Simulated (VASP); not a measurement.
Runs of VASP 6.6.1 on CuCl. The structure is that of space group F-43m (No. 216), or close to it. The cells are those of the table. 

```csv
cell,gap on the mesh (eV),pressure (GPa)
"a = 3.741 Å, angles 60.0°, 2 atoms",0.56,0.3
"a = 3.809 Å, angles 60.0°, 2 atoms",0.45,(b)
"a = 3.738 Å, angles 60.0°, 2 atoms",0.56,0.4
"a = 3.845 Å, angles 60.0°, 2 atoms",0.40,(a)
```

Alike in all rows: task single point; level PBEsol; potentials or basis VASP PAW PBE potentials, release 64 (Cu, Cl); no spin polarisation; k mesh 12 × 12 × 12; cutoff (eV) 600; smearing gaussian 0.05 eV.

Task: Fill in the values left out.

Result: (a) -4.0; (b) -2.7.

Caveats: the PAW data sets were made with another functional, which shifts forces and pressure a little.

A k mesh can miss the band edges.
